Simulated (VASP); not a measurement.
AsAu3 (D03 type), 4 atoms in the cell. Symmetry: Fm-3m, No. 225, cubic system. Conventional cell: a = 6.669 Å, b = 6.669 Å, c = 6.669 Å, α = 90.00°, β = 90.00°, γ = 90.00°. As (site symmetry m-3m) has 14 Au at 2.89 to 3.33 Å within 3.8 Å. Within 3.8 Å of Au (site symmetry m-3m) lie 8 Au at 2.89 Å and 6 As at 3.33 Å. Within 3.8 Å of Au (site symmetry -43m) lie 4 As at 2.89 Å and 10 Au at 2.89 to 3.33 Å. 

```yaml
Program: VASP 6.6.1
Task: single point
Functional: PBE
Potentials_or_basis: VASP PAW PBE potentials, release 64 (As, Au)
Cutoff: 520 eV
k_mesh: 9 × 9 × 9
Occupations: fermi-dirac, width 0.03 eV
Spin: no spin polarisation
Dipole_correction: no
Further_INCAR_settings: ALGO = Normal; EDIFF = 1e-07; NBANDS = 27
```

Potentials or basis: VASP PAW PBE potentials, release 64 (As, Au).

Run with:

```bash
$ cat potpaw_PBE.64/As/POTCAR potpaw_PBE.64/Au/POTCAR > POTCAR
$ mpirun -np 1 vasp_std > vasp.out
```

Hardware: 1 thread of Intel(R) Xeon(R) Platinum 8488C (Sapphire Rapids), on a shared host.

**Question.** Estimate the wall time of this run.

**Answer.** Wall time 38 s on 1 thread of Intel(R) Xeon(R) Platinum 8488C (Sapphire Rapids) (shared host), peak memory 0.23 GiB. Counts: scf iterations 13, k points 35.
